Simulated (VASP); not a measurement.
## CuO: single point with PBE

The system is CuO.

```
Cu O
1.0
     3.17550    0.00000    0.00000
     0.00000    3.17550    0.00000
     0.00000    0.00000    4.64953
Cu O
2 2
Direct
  0.00000 0.00000 0.00000
  0.50000 0.50000 0.00000
  0.50000 0.00000 0.26700
  0.00000 0.50000 0.73300
```

```json
{
  "Program": "VASP 6.6.1",
  "Task": "single point",
  "Functional": "PBE",
  "Potentials or basis": "VASP PAW PBE potentials, release 64 (Cu, O)",
  "Cutoff": "520 eV",
  "k mesh": "3 × 3 × 2",
  "Occupations": "fermi-dirac, width 0.05 eV",
  "Spin": "no spin polarisation"
}
```

| Quantity | Value |
| --- | --- |
| Pressure | 17.4 GPa |
| Largest force | 0.930 eV/Å |
| Band gap on the k mesh | zero (band 17 reaches 3.54 eV, above the bottom of band 18 at 2.80 eV) |

Forces on the atoms (eV/Å):
```
Cu   0.000  0.000  0.000
Cu   0.000  0.000  0.000
O    0.000  0.000 -0.930
O    0.000  0.000  0.930
```

Stress tensor (GPa, compression positive):
```
30.02  0.00  0.00
 0.00 30.02  0.00
 0.00  0.00 -7.89
```

Levels at points of the mesh, in eV from the Fermi level:
| k point | band 12 | band 13 | band 14 | band 15 | band 16 | band 17 | band 18 | band 19 | band 20 | band 21 |
| --- | --- | --- | --- | --- | --- | --- | --- | --- | --- | --- |
| (0.00, 0.00, 0.00) | -1.24 | -1.07 | -1.07 | -0.47 | -0.29 | 0.43 | 0.43 | 1.15 | 6.51 | 10.98 |
| (0.00, 0.00, 0.50) | -1.24 | -0.96 | -0.96 | -0.72 | -0.47 | 0.25 | 0.25 | 2.76 | 5.67 | 10.96 |

Wall time 10 s on 1 thread of Intel(R) Xeon(R) 6975P-C (Granite Rapids), on a shared host, peak memory 0.15 GiB.

Caveat: the k points lie up to 0.68 Å⁻¹ apart; semilocal functionals often make such compounds metallic where correlation or magnetic order opens a gap, which also shifts bond lengths. With open d or f shells a metallic result of PBE can be an artefact of self-interaction; +U or a hybrid may open a gap.
